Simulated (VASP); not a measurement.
# HfH3F (I4mm) in VASP: single point with PBE

Aim: the single point of HfH3F with PBE.

All numbers are computed with VASP 6.6.1; they aren't measurements. Logs are shortened: lines on timing, memory, paths and dates and some standing lists are left out, and cuts for length are marked.

## Step 1: The cell of the first run

Symmetry: I4mm, No. 107, tetragonal system. Conventional cell: a = 3.875 Å, b = 3.875 Å, c = 7.363 Å, α = 90.00°, β = 90.00°, γ = 90.00°. Hf (site symmetry 4mm) has 1 F at 1.92 Å and 5 H at 1.96 to 2.03 Å within 2.5 Å. H (site symmetry 4mm) has 1 Hf at 2.03 Å and 8 H at 2.62 to 2.72 Å and 4 F at 2.75 Å within 2.8 Å. Within 2.8 Å of H (site symmetry 2mm) lie 2 Hf at 1.96 Å and 2 F at 2.45 Å and 8 H at 2.62 to 2.74 Å. Within 2.5 Å of F (site symmetry 4mm) lie 1 Hf at 1.92 Å and 4 H at 2.45 Å.

## Step 2: Single point, PBE

The input, INCAR:

```
SYSTEM = HfH3F
ALGO = Normal
EDIFF = 1E-6
ENCUT = 600
GGA = PE
GGA_COMPAT = .FALSE.
ISIF = 2
ISMEAR = 0
LASPH = .TRUE.
LCHARG = .FALSE.
LREAL = .FALSE.
LWAVE = .FALSE.
NBANDS = 18
NELM = 120
PREC = Accurate
SIGMA = 0.15
```

The input, KPOINTS:

```
k-points
0
G
  4 4 4
  0 0 0
```

The input, POSCAR:

```
HfH3F
1.0
   -1.9375137535      1.9375137535      3.6814465648
    1.9375137535     -1.9375137535      3.6814465648
    1.9375137535      1.9375137535     -3.6814465648
Hf H F
1 3 1
Direct
    0.0194208353      0.0194208353      0.0000000000
    0.7434165866      0.7434165866      0.0000000000
    0.4836672757     -0.0163327243      0.5000000000
   -0.0163327243      0.4836672757      0.5000000000
    0.2798280267      0.2798280267      0.0000000000
```

Potentials or basis: VASP PAW PBE potentials, release 64 (Hf_pv, H, F).

The run is started by

```console
cat potpaw_PBE.64/Hf_pv/POTCAR potpaw_PBE.64/H/POTCAR potpaw_PBE.64/F/POTCAR > POTCAR
mpirun -np 1 vasp_std > vasp.out
```

OUTCAR:

```text
SYSTEM = HfH3F
   EDIFF = 1E-6
   ENCUT = 600
   GGA = PE
   ISIF = 2
   ISMEAR = 0
   LASPH = .TRUE.
   LREAL = .FALSE.
   NELM = 120
   PREC = Accurate

 ion  position               nearest neighbor table
   1  0.019  0.019  0.000-   5 1.92   4 1.96   3 1.96   4 1.96   3 1.96   2 2.03
   2  0.743  0.743  0.000-   1 2.03
   3  0.484  0.984  0.500-   1 1.96   1 1.96
   4  0.984  0.484  0.500-   1 1.96   1 1.96
   5  0.280  0.280  0.000-   1 1.92

  LATTYP: Found a body centered tetragonal cell.
 ALAT       =     3.8750275070
 C/A-ratio  =     1.9000879649

  Lattice vectors:

 A1 = (  -1.9375137535,   1.9375137535,   3.6814465648)
 A2 = (   1.9375137535,  -1.9375137535,   3.6814465648)
 A3 = (   1.9375137535,   1.9375137535,  -3.6814465648)

Analysis of symmetry for initial positions (statically):
=====================================================================
 Subroutine PRICEL returns:
 Original cell was already a primitive cell.

 Routine SETGRP: Setting up the symmetry group for a
 body centered tetragonal supercell.

 Subroutine GETGRP returns: Found  8 space group operations
 (whereof  8 operations were pure point group operations)
 out of a pool of 16 trial point group operations.

The static configuration has the point symmetry C_4v.

Analysis of symmetry for dynamics (positions and initial velocities):
=====================================================================
 Subroutine PRICEL returns:
 Original cell was already a primitive cell.

 Routine SETGRP: Setting up the symmetry group for a
 body centered tetragonal supercell.

 Subroutine GETGRP returns: Found  8 space group operations
 (whereof  8 operations were pure point group operations)
 out of a pool of 16 trial point group operations.

The dynamic configuration has the point symmetry C_4v.

 Subroutine INISYM returns: Found  8 space group operations
 (whereof  8 operations are pure point group operations),
 and found     1 'primitive' translations

----------------------------------------------------------------------------------------

                                     Primitive cell

  volume of cell :      55.2800

  direct lattice vectors                    reciprocal lattice vectors
    -1.937513753  1.937513753  3.681446565     0.000000000  0.258062684  0.135816177
     1.937513753 -1.937513753  3.681446565     0.258062684  0.000000000  0.135816177
     1.937513753  1.937513753 -3.681446565     0.258062684  0.258062684  0.000000000

  length of vectors
     4.589223017  4.589223017  4.589223017     0.291620272  0.291620272  0.364955748

  position of ions in fractional coordinates (direct lattice)
     0.019420835  0.019420835  0.000000000
     0.743416587  0.743416587  0.000000000
     0.483667276  0.983667276  0.500000000
     0.983667276  0.483667276  0.500000000
     0.279828027  0.279828027  0.000000000

  ion indices of the primitive-cell ions
   primitive index   ion index
                 1           1
                 2           2
                 3           3
                 4           4
                 5           5

----------------------------------------------------------------------------------------

 KPOINTS: k-points

Automatic generation of k-mesh.
 Grid dimensions read from file:
 generate k-points for:    4    4    4

 Generating k-lattice:

  Cartesian coordinates                     Fractional coordinates (reciprocal lattice)
     0.000000000  0.064515671  0.033954044     0.250000000 -0.000000000  0.000000000
     0.064515671  0.000000000  0.033954044    -0.000000000  0.250000000  0.000000000
     0.064515671  0.064515671  0.000000000     0.000000000  0.000000000  0.250000000

  Length of vectors
     0.072905068  0.072905068  0.091238937

  Shift w.r.t. Gamma in fractional coordinates (k-lattice)
     0.000000000  0.000000000  0.000000000

 Subroutine IBZKPT returns following result:
 ===========================================

 Found     13 irreducible k-points:

 Following reciprocal coordinates:
            Coordinates               Weight
  0.000000  0.000000  0.000000      1.000000
  0.250000  0.000000  0.000000      8.000000
  0.500000  0.000000  0.000000      4.000000
  0.250000  0.250000  0.000000      8.000000
  0.500000  0.250000  0.000000     16.000000
 -0.250000  0.250000  0.000000      4.000000
  0.500000  0.500000  0.000000      2.000000
  0.250000  0.250000  0.250000      2.000000
 -0.250000  0.250000  0.250000      4.000000
  0.500000  0.500000  0.250000      4.000000
 -0.250000  0.500000  0.250000      8.000000
 -0.250000 -0.250000  0.250000      2.000000
  0.500000  0.500000  0.500000      1.000000
   k-points           NKPTS =     13   k-points in BZ     NKDIM =     13   number of bands    NBANDS=     18
   number of dos      NEDOS =    301   number of ions     NIONS =      5
   total plane-waves  NPLWV =  64000
   dimension x,y,z NGX =    40 NGY =   40 NGZ =   40
   dimension x,y,z NGXF=    80 NGYF=   80 NGZF=   80
   ions per type =               1   3   1
   NGX,Y,Z   is equivalent  to a cutoff of  14.49, 14.49, 14.49 a.u.
   NGXF,Y,Z  is equivalent  to a cutoff of  28.98, 28.98, 28.98 a.u.
 SYSTEM =  HfH3F
   PREC   = accura    normal or accurate (medium, high low for compatibility)
   ISTART =      0    job   : 0-new  1-cont  2-samecut
   ICHARG =      2    charge: 1-file 2-atom 10-const
   ISPIN  =      1    spin polarized calculation?
   LNONCOLLINEAR =      F non collinear calculations
   LSORBIT =      F    spin-orbit coupling
   LASPH  =      T    aspherical Exc in radial PAW
   ENCUT  =  600.0 eV  44.10 Ry    6.64 a.u.   9.17  9.17  9.17*2*pi/ulx,y,z
   NELM   =    120;   NELMIN=  2; NELMDL= -5     # of ELM steps
   EDIFF  = 0.1E-05   stopping-criterion for ELM
   LREAL  =      F    real-space projection
   EDIFFG = 0.1E-04   stopping-criterion for IOM
   NSW    =      0    number of steps for IOM
   IBRION =     -1    ionic relax: 0-MD 1-quasi-New 2-CG
   NFREE  =      0    steps in history (QN), initial steepest desc. (CG)
   ISIF   =      2    stress and relaxation
   ISYM   =      2    0-nonsym 1-usesym 2-fastsym
   POTIM  = 0.5000    time-step for ionic-motion
   TEBEG  =    0.0;   TEEND  =   0.0 temperature during run
   PSTRESS=    0.0 pullay stress
   NELECT =      20.0000    total number of electrons
   NUPDOWN=      -1.0000    fix difference up-down
   EMIN   =  10.00;   EMAX   =-10.00  energy-range for DOS
   EFERMI =   0.00;   METHOD = LEGACY
   ISMEAR =     0;   SIGMA  =   0.15  broadening in eV -4-tet -1-fermi 0-gaus
   EFERMI_NEDOS =   21; number of points for ismear=-14 and -15
   IALGO  =     38    algorithm
   IMIX   =      4    mixing-type and parameters
     AMIX     =   0.40;   BMIX     =  1.00
     AMIX_MAG =   1.60;   BMIX_MAG =  1.00
  volume/ion in A,a.u.               =      11.06        74.61
  Fermi-wavevector in a.u.,A,eV,Ry     =   1.166529  2.204420 18.514665  1.360789
  Thomas-Fermi vector in A             =   2.303041
   LORBIT       =      0    0 simple, 1 ext, 2 COOP (PROOUT), +10 PAW based schemes
   GGA     = PE    functional components
   LHFCALC =     F    Hartree Fock is set to
   AEXX    =    0.0000 exact exchange contribution
   IVDW    =     0    specifies the selected vdW correction
   LEPSILON=     F    determine dielectric tensor
   LRPA    =     F    only Hartree local field effects (RPA)
 non-spin polarized calculation
 Gauss-broadening in eV      SIGMA  =   0.15
  energy-cutoff  :      600.00
  volume of cell :       55.28
 maximum number of plane-waves:      1870
 NGX is ok and might be reduce to    40
   NGX = 19   NGY = 19   NGZ = 19

 number of electron      20.0000001 magnetization

 Free energy of the ion-electron system (eV)
  ---------------------------------------------------
  ext. energy  EPLUGINS =         0.00000000
  ---------------------------------------------------
  free energy    TOTEN  =       -25.21449782 eV

  energy without entropy =      -25.21449782  energy(sigma->0) =      -25.21449782

 E-fermi :   1.0115     XC(G=0):  -9.2252

 val. band max:        0.3133525733   @ k =   0.0000   0.0000   0.0000
 cond. band min:       1.8654260865   @ k =   0.2500   0.2500   0.2500
 fundamental gap:      1.5520735133
 Fermi energy:         1.0115132611

 k-point     1 :       0.0000    0.0000    0.0000
  band No.  band energies     occupation
      1     -31.0112      2.00000
      2     -30.8387      2.00000
      3     -30.8387      2.00000
      4     -22.6112      2.00000
      5      -5.8233      2.00000
      6      -4.6484      2.00000
[... 10 lines left out ...]
     17      10.0808      0.00000
     18      11.9165      0.00000

 k-point     2 :       0.2500    0.0000    0.0000
  band No.  band energies     occupation
      1     -31.0178      2.00000
      2     -30.8760      2.00000
      3     -30.8377      2.00000
      4     -22.5811      2.00000
      5      -5.6420      2.00000
      6      -4.8718      2.00000
[... 10 lines left out ...]
     17      11.1730      0.00000
     18      11.3069      0.00000

 k-point     3 :       0.5000    0.0000    0.0000
  band No.  band energies     occupation
      1     -31.0249      2.00000
      2     -30.9124      2.00000
      3     -30.8367      2.00000
      4     -22.5513      2.00000
      5      -5.4927      2.00000
      6      -4.9869      2.00000
[... 10 lines left out ...]
     17      11.8032      0.00000
     18      11.9372      0.00000

 k-point     4 :       0.2500    0.2500    0.0000
  band No.  band energies     occupation
      1     -31.0245      2.00000
      2     -30.8748      2.00000
      3     -30.8747      2.00000
      4     -22.5519      2.00000
      5      -5.4896      2.00000
      6      -4.5832      2.00000
[... 144 lines left out ...]
      4     -22.5345      2.00000
      5      -5.6989      2.00000
      6      -4.5889      2.00000
[... 10 lines left out ...]
     17      10.4602      0.00000
     18      11.8615      0.00000

 k-point    12 :      -0.2500   -0.2500    0.2500
  band No.  band energies     occupation
      1     -31.0287      2.00000
      2     -30.8401      2.00000
      3     -30.8401      2.00000
      4     -22.5641      2.00000
      5      -6.0423      2.00000
      6      -4.1994      2.00000
[... 10 lines left out ...]
     17      10.0679      0.00000
     18      10.1233      0.00000

 k-point    13 :       0.5000    0.5000    0.5000
  band No.  band energies     occupation
      1     -31.0460      2.00000
      2     -30.8415      2.00000
      3     -30.8415      2.00000
      4     -22.5176      2.00000
      5      -5.9076      2.00000
      6      -4.1001      2.00000
[... 10 lines left out ...]
     17       9.8597      0.00000
     18      11.2095      0.00000

------------------------ aborting loop because EDIFF is reached ----------------------------------------

  FORCE on cell =-STRESS in cart. coord.  units (eV):
  Direction    XX          YY          ZZ          XY          YZ          ZX
  --------------------------------------------------------------------------------------
  -------------------------------------------------------------------------------------
  Total       -0.1351966     -0.1351966     -0.3664823      0.0000000      0.0000000      0.0000000
  in kB       -3.9183953     -3.9183953    -10.6217368      0.0000000      0.0000000      0.0000000
  external PRESSURE =      -6.1528425 kB  Pullay stress =       0.0000000 kB

 VOLUME and BASIS-vectors are now :
 -----------------------------------------------------------------------------
  energy-cutoff  :      600.00
  volume of cell :       55.28
      direct lattice vectors                 reciprocal lattice vectors
    -1.937513753  1.937513753  3.681446565     0.000000000  0.258062684  0.135816177
     1.937513753 -1.937513753  3.681446565     0.258062684  0.000000000  0.135816177
     1.937513753  1.937513753 -3.681446565     0.258062684  0.258062684  0.000000000

 POSITION                                       TOTAL-FORCE (eV/Angst)
 -----------------------------------------------------------------------------------
      0.00000      0.00000      0.14299        -0.000000     -0.000000      0.084995
      0.00000      0.00000      5.47370        -0.000000     -0.000000      0.026456
      1.93751     -0.00000      3.56119        -0.000000     -0.000000      0.011093
     -0.00000      1.93751      3.56119        -0.000000     -0.000000      0.011093
      0.00000      0.00000      2.06034         0.000000      0.000000     -0.133637
 -----------------------------------------------------------------------------------
    total drift:                                0.000001      0.000001      0.000596

  FREE ENERGIE OF THE ION-ELECTRON SYSTEM (eV)
  ---------------------------------------------------
  free  energy   TOTEN  =       -25.2144978234 eV

  energy  without entropy=      -25.2144978234  energy(sigma->0) =      -25.21449782
```

Wall time 16 s (1 thread of AMD EPYC 9R45 (Zen 5), shared host); peak memory 0.21 GiB.

What came out:

```
Free energy            : -25.2145 eV
Pressure               : -0.6 GPa
Largest force          : 0.134 eV/Å
Band gap on the k mesh : 1.55 eV (least direct gap 2.47 eV)
```

Forces on the atoms (eV/Å):
```
Hf   0.000  0.000  0.085
H    0.000  0.000  0.026
H    0.000  0.000  0.011
H    0.000  0.000  0.011
F    0.000  0.000 -0.134
```

Caveat: the k points lie up to 0.46 Å⁻¹ apart; spin-orbit coupling is left out, which moves the levels of the heavy elements.
